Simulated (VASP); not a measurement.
ZnSe (Stilleite):

```
Zn Se
1.0
     0.00000    2.86592    2.86592
     2.86592    0.00000    2.86592
     2.86592    2.86592    0.00000
Zn Se
1 1
Direct
  0.00000 0.00000 0.00000
  0.25000 0.25000 0.25000
```

* Program: VASP 6.6.1
* Task: relaxation of cell and atoms
* Functional: LDA
* Potentials or basis: VASP PAW LDA potentials, release 64 (Zn, Se)
* Cutoff: 600 eV
* k mesh: 8 × 8 × 8
* Occupations: fermi-dirac, width 0.02 eV
* Spin: no spin polarisation

At the start: pressure -4.9 GPa; volume 23.54 Å³/atom.

How do energy, volume and symmetry change on relaxing?

Over 3 steps the energy falls by 30.7 meV/atom and the volume is 21.66 Å³/atom (-8.0 %); space group F-43m (No. 216, to 0.05 Å).

The path:
```
step  energy change (eV)  largest force (eV/Å)  pressure (GPa)  volume (Å³)
   1              0.0000                0.0000           -4.86        47.08
   2             -0.0564                0.0000            1.65        42.38
   3             -0.0614                0.0000            0.02        43.33
```

Final structure:
```cif
data_structure
_symmetry_space_group_name_H-M 'P 1'
_symmetry_Int_Tables_number 1
_cell_length_a 3.9424
_cell_length_b 3.9424
_cell_length_c 3.9424
_cell_angle_alpha 60.000
_cell_angle_beta 60.000
_cell_angle_gamma 60.000
_cell_volume 43.33
loop_
_atom_site_label
_atom_site_type_symbol
_atom_site_fract_x
_atom_site_fract_y
_atom_site_fract_z
_atom_site_occupancy
Zn1 Zn 0.00000 0.00000 0.00000 1
Se1 Se 0.25000 0.25000 0.25000 1
```
